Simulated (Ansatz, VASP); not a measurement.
## Be: VASP beside Ansatz

```
CELL_PARAMETERS angstrom
0.00000 1.57786 1.57786
1.57786 0.00000 1.57786
1.57786 1.57786 0.00000
ATOMIC_POSITIONS crystal
Be 0.00000 0.00000 0.00000
```

Alike in both runs: task relaxation of cell and atoms; functional PBE; k mesh 30 × 30 × 30; occupations gaussian, width 0.1 eV; no spin polarisation.

```csv
,VASP,Ansatz
version,VASP 6.6.1,Ansatz 0.2.0
potentials or method,"VASP PAW PBE potentials, release 64 (Be), cutoff 600 eV","scalar-relativistic, plane waves, PAW"
valence electrons in the cell,2,2
```

```csv
,VASP,Ansatz,Ansatz less VASP
"gap on the k mesh at the Fermi level, each at its own relaxed structure (eV)",none,none,-
relaxed volume (Å³/atom),7.87,7.86,-0.006
relaxed length of the cell vector where the two differ most in proportion (Å),2.233,2.232,-0.0006
```

A gap of «none» marks a metal or a gap that the smearing closes.
